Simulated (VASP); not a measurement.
# ScAl3 (I4/mmm) in VASP: further runs

Runs on ScAl3. Level: PBE. Tasks: relaxation of shape and atoms at fixed volume, single point.

Program: VASP 6.6.1. These are calculated values, not measurements. Logs are shortened: lines on timing, memory, paths and dates and some standing lists are left out, and cuts for length are marked.

### 1 The cell of the first run

It takes space group I4/mmm (No. 139, tetragonal). The conventional cell has a = 3.862 Å, b = 3.862 Å, c = 8.419 Å, α = 90.00°, β = 90.00°, γ = 90.00°. Within 3.6 Å of Sc (site symmetry 4/mmm) lie 12 Al at 2.73 to 2.86 Å. Within 3.6 Å of Al (site symmetry -4m2) lie 8 Al at 2.73 to 2.86 Å and 4 Sc at 2.86 Å. Al (site symmetry 4/mmm) has 4 Sc at 2.73 Å and 8 Al at 2.86 Å within 3.6 Å.

### 2 Relaxation of shape and atoms at fixed volume, PBE (15.70 Å³/atom)

Contents of INCAR:

```
PREC = Accurate ; ENCUT = 600
EDIFF = 1E-7 ; ISMEAR = 0
SIGMA = 0.1 ; LREAL = False
LASPH = True ; NELM = 100
ALGO = Fast ; ISIF = 4
LWAVE = False ; LCHARG = False
GGA = PE ; IBRION = 2
NSW = 50 ; EDIFFG = -0.01
```

Contents of KPOINTS:

```
regular mesh
0
Gamma
  14 14 14
```

Contents of POSCAR:

```
ScAl3
1.0
   -1.9312382054      1.9312382054      4.2095673315
    1.9312382054     -1.9312382054      4.2095673315
    1.9312382054      1.9312382054     -4.2095673315
Sc Al
1 3
Direct
    0.0000000000      0.0000000000      0.0000000000
    0.7500000000      0.2500000000      0.5000000000
    0.2500000000      0.7500000000      0.5000000000
    0.5000000000      0.5000000000      0.0000000000
```

Potentials or basis: VASP PAW PBE potentials, release 64 (Sc_sv, Al).

Launch:

```
> cat potpaw_PBE.64/Sc_sv/POTCAR potpaw_PBE.64/Al/POTCAR > POTCAR
> mpirun -np 1 vasp_std > vasp.out
```

OUTCAR:

```text
PREC = Accurate
   ENCUT = 600
   EDIFF = 1E-7
   ISMEAR = 0
   LREAL = False
   LASPH = True
   NELM = 100
   ISIF = 4
   GGA = PE
   IBRION = 2
   NSW = 50
   EDIFFG = -0.01

 ion  position               nearest neighbor table
   1  0.000  0.000  0.000-   4 2.73   4 2.73   4 2.73   4 2.73   3 2.86   2 2.86   3 2.86   3 2.86
                             2 2.86   2 2.86   3 2.86   2 2.86
   2  0.750  0.250  0.500-   3 2.73   3 2.73   3 2.73   3 2.73   4 2.86   1 2.86   4 2.86   1 2.86
                             4 2.86   4 2.86   1 2.86   1 2.86
   3  0.250  0.750  0.500-   2 2.73   2 2.73   2 2.73   2 2.73   4 2.86   1 2.86   4 2.86   4 2.86
                             1 2.86   1 2.86   4 2.86   1 2.86
   4  0.500  0.500  0.000-   1 2.73   1 2.73   1 2.73   1 2.73   3 2.86   2 2.86   3 2.86   2 2.86
                             3 2.86   3 2.86   2 2.86   2 2.86

  LATTYP: Found a body centered tetragonal cell.
 ALAT       =     3.8624764108
 C/A-ratio  =     2.1797245517

  Lattice vectors:

 A1 = (  -1.9312382054,   1.9312382054,   4.2095673315)
 A2 = (   1.9312382054,  -1.9312382054,   4.2095673315)
 A3 = (   1.9312382054,   1.9312382054,  -4.2095673315)

Analysis of symmetry for initial positions (statically):
=====================================================================
 Subroutine PRICEL returns:
 Original cell was already a primitive cell.

 Routine SETGRP: Setting up the symmetry group for a
 body centered tetragonal supercell.

 Subroutine GETGRP returns: Found 16 space group operations
 (whereof 16 operations were pure point group operations)
 out of a pool of 16 trial point group operations.

The static configuration has the point symmetry D_4h.

Analysis of symmetry for dynamics (positions and initial velocities):
=====================================================================
 Subroutine PRICEL returns:
 Original cell was already a primitive cell.

 Routine SETGRP: Setting up the symmetry group for a
 body centered tetragonal supercell.

 Subroutine GETGRP returns: Found 16 space group operations
 (whereof 16 operations were pure point group operations)
 out of a pool of 16 trial point group operations.

The dynamic configuration has the point symmetry D_4h.

 Subroutine INISYM returns: Found 16 space group operations
 (whereof 16 operations are pure point group operations),
 and found     1 'primitive' translations

----------------------------------------------------------------------------------------

                                     Primitive cell

  volume of cell :      62.8014

[... 163 lines left out ...]
 POSITION                                       TOTAL-FORCE (eV/Angst)
 -----------------------------------------------------------------------------------
      0.00000      0.00000      0.00000         0.000000     -0.000000     -0.000000
     -0.00000      1.93124      2.10478        -0.000000      0.000000      0.000000
      1.93124     -0.00000      2.10478         0.000000     -0.000000     -0.000000
      0.00000      0.00000      4.20957         0.000000     -0.000000     -0.000000
 -----------------------------------------------------------------------------------
    total drift:                               -0.000000     -0.000000     -0.000000

  FREE ENERGIE OF THE ION-ELECTRON SYSTEM (eV)
  ---------------------------------------------------
  free  energy   TOTEN  =       -18.6114767134 eV

  energy  without entropy=      -18.6015234602  energy(sigma->0) =      -18.60650009

--------------------------------------- Ionic step        2  -------------------------------------------

 number of electron      19.9999999 magnetization

 Free energy of the ion-electron system (eV)
  ---------------------------------------------------
  ext. energy  EPLUGINS =         0.00000000
  ---------------------------------------------------
  free energy    TOTEN  =       -18.61153183 eV

  energy without entropy =      -18.60162892  energy(sigma->0) =      -18.60658037

 E-fermi :   7.6448     XC(G=0): -10.7517

 val. band max:        7.6385589892   @ k =  -0.2143   0.2857   0.1429
 cond. band min:       7.6478874844   @ k =  -0.2143   0.3571   0.2143
 fundamental gap:      0.0093284952
 Fermi energy:         7.6448023973

 k-point     1 :       0.0000    0.0000    0.0000
  band No.  band energies     occupation
      1     -40.7478      2.00000
      2     -19.5026      2.00000
      3     -19.4709      2.00000
      4     -19.4709      2.00000
      5      -2.4059      2.00000
      6       5.1159      2.00000
      7       5.3110      2.00000
      8       6.4795      2.00000
      9       6.4795      2.00000
     10       6.5240      2.00000
     11       9.4733      0.00000
     12       9.4733      0.00000
     13       9.5195      0.00000
     14       9.8330      0.00000
[... 377 lines left out ...]
      1     -40.7453      2.00000
      2     -19.5078      2.00000
      3     -19.5014      2.00000
      4     -19.4793      2.00000
      5      -0.9901      2.00000
      6       2.7861      2.00000
      7       3.9612      2.00000
      8       5.7414      2.00000
      9       6.1443      2.00000
     10       7.5783      1.65270
     11       7.8697      0.00147
     12      10.0001      0.00000
     13      10.2096      0.00000
     14      11.3053      0.00000

 [... further k-points ...]
[... 5 lines left out ...]
  --------------------------------------------------------------------------------------
  -------------------------------------------------------------------------------------
  Total        5.3910672      5.3910672      5.3649125      0.0000000      0.0000000     -0.0000000
  in kB      137.5359367    137.5359367    136.8686825      0.0000000      0.0000000     -0.0000000
  external PRESSURE =     137.3135187 kB  Pullay stress =       0.0000000 kB

 VOLUME and BASIS-vectors are now :
 -----------------------------------------------------------------------------
  energy-cutoff  :      600.00
  volume of cell :       62.80
      direct lattice vectors                 reciprocal lattice vectors
    -1.932052833  1.932052833  4.206018251     0.000000000  0.258792095  0.118877278
     1.932052833 -1.932052833  4.206018251     0.258792095  0.000000000  0.118877278
     1.932052833  1.932052833 -4.206018251     0.258792095  0.258792095  0.000000000

 POSITION                                       TOTAL-FORCE (eV/Angst)
 -----------------------------------------------------------------------------------
      0.00000      3.86411      0.00000         0.000000     -0.000000      0.000000
      0.00000      1.93205      2.10301         0.000000     -0.000000     -0.000000
      1.93205      0.00000      2.10301        -0.000000      0.000000     -0.000000
      1.93205      1.93205      0.00000         0.000000     -0.000000      0.000000
 -----------------------------------------------------------------------------------
    total drift:                               -0.000000     -0.000000      0.000000

  FREE ENERGIE OF THE ION-ELECTRON SYSTEM (eV)
  ---------------------------------------------------
  free  energy   TOTEN  =       -18.6115318266 eV

  energy  without entropy=      -18.6016289215  energy(sigma->0) =      -18.60658037

 reached required accuracy - stopping structural energy minimisation
```

OSZICAR:

```text
N       E                     dE             d eps       ncg     rms          rms(c)
DAV:   1     0.129838637612E+03    0.12984E+03   -0.92177E+03  6840   0.147E+03
DAV:   2    -0.109027314033E+02   -0.14074E+03   -0.13875E+03  6890   0.385E+02
DAV:   3    -0.194569144424E+02   -0.85542E+01   -0.81596E+01 10938   0.800E+01
[... 24 lines left out ...]
RMM:   2    -0.186115481583E+02    0.44031E-04   -0.11541E-04  8363   0.122E-01    0.282E-02
RMM:   3    -0.186115320252E+02    0.16133E-04   -0.34349E-05  8557   0.671E-02    0.527E-03
RMM:   4    -0.186115317016E+02    0.32362E-06   -0.62623E-06  7945   0.265E-02    0.106E-03
RMM:   5    -0.186115318062E+02   -0.10462E-06   -0.10625E-06  6076   0.133E-02    0.594E-04
RMM:   6    -0.186115318266E+02   -0.20407E-07   -0.20817E-07  4728   0.714E-03
   2 F= -.18611532E+02 E0= -.18606580E+02  d E =-.551133E-04
```

Run time: 5.1 min. Hardware: 1 thread of Intel Xeon 6975P-C (Granite Rapids), shared host; peak memory 0.46 GiB.

Results:

```yaml
Free_energy: -18.6115 eV
Energy_gained_by_relaxing: 0.0 meV/atom
Ionic_steps: 2
Pressure_after_relaxing: 13.7 GPa
Band_gap_on_the_k_mesh: zero (bands 10 and 11 overlap by 2.24 eV)
```

Final structure:
```yaml
crystal:
  lattice:
    - [-1.93205, 1.93205, 4.20602]
    - [1.93205, -1.93205, 4.20602]
    - [1.93205, 1.93205, -4.20602]
  atoms:
    - { symbol: Sc, position: [0.00000, 0.00000, 0.00000] }
    - { symbol: Al, position: [0.75000, 0.25000, 0.50000] }
    - { symbol: Al, position: [0.25000, 0.75000, 0.50000] }
    - { symbol: Al, position: [0.50000, 0.50000, 0.00000] }
```

Levels at points of the mesh, in eV from the Fermi level:
| k point | band 7 | band 8 | band 9 | band 10 | band 11 | band 12 | band 13 | band 14 |
| --- | --- | --- | --- | --- | --- | --- | --- | --- |
| (0.00, 0.00, 0.00) | -2.33 | -1.17 | -1.17 | -1.12 | 1.83 | 1.83 | 1.87 | 2.19 |
| (0.50, 0.00, 0.00) | -3.42 | -2.68 | -0.82 | 0.35 | 1.22 | 1.98 | 3.00 | 3.10 |
| (0.50, 0.50, 0.00) | -4.45 | -3.73 | -2.49 | -1.89 | -0.58 | 2.92 | 3.08 | 3.52 |
| (0.50, 0.50, 0.50) | -1.93 | -0.99 | -0.99 | 0.19 | 1.57 | 1.57 | 2.11 | 3.89 |

### 3 Single point, PBE (strained)

Contents of INCAR:

```
SYSTEM = ScAl3
ALGO     = Fast           ! electronic algorithm
EDIFF    = 1E-6           ! SCF threshold, eV
ENCUT    = 520            ! plane-wave cutoff, eV
GGA      = PE             ! functional
ISIF     = 2              ! what is computed and relaxed
ISMEAR   = 0              ! smearing method
LASPH    = .TRUE.         ! aspherical terms in the spheres
LCHARG   = .FALSE.        ! write CHGCAR
LREAL    = .FALSE.        ! projectors in reciprocal space
LWAVE    = .FALSE.        ! write WAVECAR
NBANDS   = 18             ! bands
NELM     = 80             ! most SCF steps
PREC     = Accurate       ! precision mode
SIGMA    = 0.1            ! smearing width, eV
```

Contents of KPOINTS:

```
k-points
0
G
  14 14 14
  0 0 0
```

Contents of POSCAR:

```
ScAl3
1.0
   -1.9555108543      1.9555108543      4.2309639018
    1.9555108543     -1.9555108543      4.2309639018
    1.9555108543      1.9555108543     -4.2309639018
Sc Al
1 3
Direct
    0.0000000000      0.0000000000      0.0000000000
    0.7500000000      0.2500000000      0.5000000000
    0.2500000000      0.7500000000      0.5000000000
    0.5000000000      0.5000000000      0.0000000000
```

Potentials or basis: VASP PAW PBE potentials, release 64 (Sc_sv, Al).

Launch:

```
> cat potpaw_PBE.64/Sc_sv/POTCAR potpaw_PBE.64/Al/POTCAR > POTCAR
> mpirun -np 1 vasp_std > vasp.out
```

OUTCAR:

```text
SYSTEM = ScAl3
   EDIFF = 1E-6
   ENCUT = 520
   GGA = PE
   ISIF = 2
   ISMEAR = 0
   LASPH = .TRUE.
   LREAL = .FALSE.
   NELM = 80
   PREC = Accurate

 ion  position               nearest neighbor table
   1  0.000  0.000  0.000-   4 2.77   4 2.77   4 2.77   4 2.77   3 2.88   2 2.88   3 2.88   3 2.88
                             2 2.88   2 2.88   3 2.88   2 2.88
   2  0.750  0.250  0.500-   3 2.77   3 2.77   3 2.77   3 2.77   4 2.88   1 2.88   4 2.88   1 2.88
                             4 2.88   4 2.88   1 2.88   1 2.88
[... 712 lines left out ...]
  --------------------------------------------------------------------------------------
  -------------------------------------------------------------------------------------
  Total        3.8308617      3.8308617      4.2704094      0.0000000      0.0000000      0.0000000
  in kB       94.8390690     94.8390690    105.7207707      0.0000000      0.0000000      0.0000000
  external PRESSURE =      98.4663029 kB  Pullay stress =       0.0000000 kB

 VOLUME and BASIS-vectors are now :
 -----------------------------------------------------------------------------
  energy-cutoff  :      520.00
  volume of cell :       64.72
      direct lattice vectors                 reciprocal lattice vectors
    -1.955510854  1.955510854  4.230963902     0.000000000  0.255687663  0.118176381
     1.955510854 -1.955510854  4.230963902     0.255687663  0.000000000  0.118176381
     1.955510854  1.955510854 -4.230963902     0.255687663  0.255687663  0.000000000

 POSITION                                       TOTAL-FORCE (eV/Angst)
 -----------------------------------------------------------------------------------
      0.00000      0.00000      0.00000        -0.000000      0.000000      0.000000
      0.00000      1.95551      2.11548         0.000000     -0.000000      0.000000
      1.95551      0.00000      2.11548        -0.000000      0.000000     -0.000000
      0.00000      0.00000      4.23096        -0.000000      0.000000      0.000000
 -----------------------------------------------------------------------------------
    total drift:                               -0.000000     -0.000000     -0.000000

  FREE ENERGIE OF THE ION-ELECTRON SYSTEM (eV)
  ---------------------------------------------------
  free  energy   TOTEN  =       -18.7505285496 eV

  energy  without entropy=      -18.7406112821  energy(sigma->0) =      -18.74556992
```

OSZICAR:

```text
N       E                     dE             d eps       ncg     rms          rms(c)
DAV:   1     0.109847244597E+03    0.10985E+03   -0.83299E+03  8840   0.101E+03
DAV:   2    -0.148487645869E+02   -0.12470E+03   -0.12165E+03  8824   0.291E+02
DAV:   3    -0.196474215137E+02   -0.47987E+01   -0.46391E+01 13212   0.557E+01
DAV:   4    -0.197626076175E+02   -0.11519E+00   -0.11487E+00 13662   0.870E+00
DAV:   5    -0.197645896357E+02   -0.19820E-02   -0.19818E-02 13058   0.100E+00    0.928E+00
RMM:   6    -0.187130126450E+02    0.10516E+01   -0.17445E+00  9302   0.144E+01    0.290E+00
RMM:   7    -0.187859671652E+02   -0.72955E-01   -0.15704E+00 12269   0.574E+00    0.141E+00
RMM:   8    -0.187505423020E+02    0.35425E-01   -0.12027E-01 10423   0.391E+00    0.153E+00
RMM:   9    -0.187535747909E+02   -0.30325E-02   -0.77752E-02 12176   0.223E+00    0.514E-01
RMM:  10    -0.187501917866E+02    0.33830E-02   -0.18374E-02 11587   0.124E+00    0.153E-01
RMM:  11    -0.187506202990E+02   -0.42851E-03   -0.41582E-03 12970   0.472E-01    0.893E-02
RMM:  12    -0.187505219369E+02    0.98362E-04   -0.66178E-04 13891   0.235E-01    0.488E-02
RMM:  13    -0.187505387521E+02   -0.16815E-04   -0.16449E-04 13178   0.820E-02    0.285E-02
RMM:  14    -0.187505648865E+02   -0.26134E-04   -0.53975E-05 12757   0.630E-02    0.399E-02
RMM:  15    -0.187505258563E+02    0.39030E-04   -0.69273E-05 12216   0.903E-02    0.949E-03
RMM:  16    -0.187505280178E+02   -0.21615E-05   -0.26776E-05 11596   0.334E-02    0.427E-03
RMM:  17    -0.187505285496E+02   -0.53182E-06   -0.53599E-06 10860   0.196E-02
   1 F= -.18750529E+02 E0= -.18745570E+02  d E =-.991727E-02
```

It took 12 min on 1 thread of Oxide Virtual Turin-like, shared host; peak memory 0.4 GiB.

What came out:

| Quantity | Value |
| --- | --- |
| Free energy | -18.7505 eV |
| Pressure | 9.8 GPa |
| Band gap on the k mesh | zero (bands 10 and 11 overlap by 2.19 eV) |

Stress tensor (GPa, compression positive):
```
 9.48  0.00  0.00
 0.00  9.48  0.00
 0.00  0.00 10.57
```

Caveat: the cell differs from its parent crystal (strained); the cell stands under pressure.

### 4 Single point, PBE (strained)

Contents of INCAR:

```
SYSTEM = ScAl3
ALGO = Fast
EDIFF = 1E-6
ENCUT = 520
GGA = PE
ISIF = 2
ISMEAR = 0
LASPH = .True.
LCHARG = .False.
LREAL = .False.
LWAVE = .False.
NBANDS = 18
NELM = 100
PREC = Accurate
SIGMA = 0.1
```

Contents of KPOINTS:

```
k-points
0
Gamma
  14 14 14
  0 0 0
```

Contents of POSCAR:

```
ScAl3
1.0
   -2.0988218583      2.0988218583      4.5458954570
    2.0988218583     -2.0988218583      4.5458954570
    2.0988218583      2.0988218583     -4.5458954570
Sc Al
1 3
Direct
    0.0000000000      0.0000000000      0.0000000000
    0.7500000000      0.2500000000      0.5000000000
    0.2500000000      0.7500000000      0.5000000000
    0.5000000000      0.5000000000      0.0000000000
```

Launch:

```
> cat potpaw_PBE.64/Sc_sv/POTCAR potpaw_PBE.64/Al/POTCAR > POTCAR
> mpirun -np 1 vasp_std > vasp.out
```

Run time: 14 min. Hardware: 1 thread of Oxide Virtual Turin-like, shared host; peak memory 0.45 GiB.

It converged, with:

```yaml
Free_energy: -18.7138 eV
Pressure: -7.5 GPa
Band_gap_on_the_k_mesh: zero (bands 10 and 11 overlap by 1.93 eV)
```

Stress tensor (GPa, compression positive):
```
-8.10  0.00  0.00
 0.00 -8.10  0.00
 0.00  0.00 -6.37
```

Levels at points of the mesh, in eV from the Fermi level:
```csv
k point,band 6,band 7,band 8,band 9,band 10,band 11,band 12,band 13,band 14,band 15
"(0.00, 0.00, 0.00)",-2.43,-2.02,-0.95,-0.95,-0.75,0.73,1.33,1.33,1.54,2.23
"(0.50, 0.00, 0.00)",-6.18,-2.90,-2.79,-0.68,0.38,1.00,1.63,2.25,2.31,2.99
"(0.50, 0.50, 0.00)",-4.81,-4.17,-3.13,-2.36,-1.83,-0.40,2.16,2.55,2.60,2.60
"(0.50, 0.50, 0.50)",-6.64,-1.78,-1.03,-1.03,0.20,1.35,1.35,1.68,3.26,3.77
```

Caveat: the cell differs from its parent crystal (strained); the cell stands under tension.

### 5 Summary

| task | cell | cutoff (eV) | gap on the mesh (eV) | pressure (GPa) |
| --- | --- | --- | --- | --- |
| relaxation of shape and atoms at fixed volume | relaxed from a = 5.018 Å, angles 134.7, 134.7, 66.0°, 4 atoms | 600 | none | 13.7 |
| single point | a = 5.055 Å, angles 134.5, 134.5, 66.3°, 4 atoms | 520 | none | 9.8 |
| single point | a = 5.429 Å, angles 134.5, 134.5, 66.3°, 4 atoms | 520 | none | -7.5 |

Alike in all rows: level PBE; potentials or basis VASP PAW PBE potentials, release 64 (Sc_sv, Al); no spin polarisation; k mesh 14 × 14 × 14; smearing gaussian 0.1 eV.

Caveats: the cell stands under pressure (at least some runs); the cell stands under tension (at least some runs).

Absolute energies hang on the potentials; compare differences alone.
